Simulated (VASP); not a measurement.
## Mo: single point with PBEsol

The system is Mo.

```xyz
1
Lattice="-1.5239 1.5239 1.5239 1.5239 -1.5239 1.5239 1.5239 1.5239 -1.5239" Properties=species:S:1:pos:R:3 pbc="T T T"
Mo    0.0000    0.0000    0.0000
```

This cell differs from its parent crystal: strain -0.030 along x and y, -0.030 along z.

```yaml
Program: VASP 6.6.1
Task: single point
Functional: PBEsol
Potentials_or_basis: VASP PAW PBE potentials, release 64 (Mo_sv)
Cutoff: 520 eV
k_mesh: 22 × 22 × 22
Occupations: gaussian, width 0.15 eV
Spin: no spin polarisation
Dipole_correction: no
Further_INCAR_settings: ALGO = Fast; EDIFF = 1e-06; NBANDS = 13
```

| Item | Value |
| --- | --- |
| Pressure | 26.9 GPa |
| Band gap on the k mesh | zero (band 7 reaches 18.74 eV, above the bottom of band 8 at 12.56 eV) |

Levels at points of the mesh, in eV from the Fermi level:
```
           k point  band 3  band 4  band 5  band 6  band 7  band 8  band 9  band 10  band 11  band 12
(0.00, 0.00, 0.00)  -34.25  -34.25   -7.58   -1.58   -1.58   -1.58    1.83     1.83    14.93    14.93
(0.50, 0.00, 0.00)  -34.85  -34.27   -5.98   -3.92    1.93    2.04    2.65     5.52    12.11    13.27
(0.50, 0.50, 0.50)  -35.55  -35.55   -6.29   -6.29    4.61    4.61    4.61     9.84     9.84     9.84
```

Wall time 33 s on 1 thread of Intel(R) Xeon(R) Platinum 8488C (Sapphire Rapids), with other jobs on the host, peak memory 0.17 GiB.

Caveat: the cell differs from its parent crystal (strain -0.030 along x and y, -0.030 along z); the PAW data sets were made with another functional, which shifts forces and pressure a little.
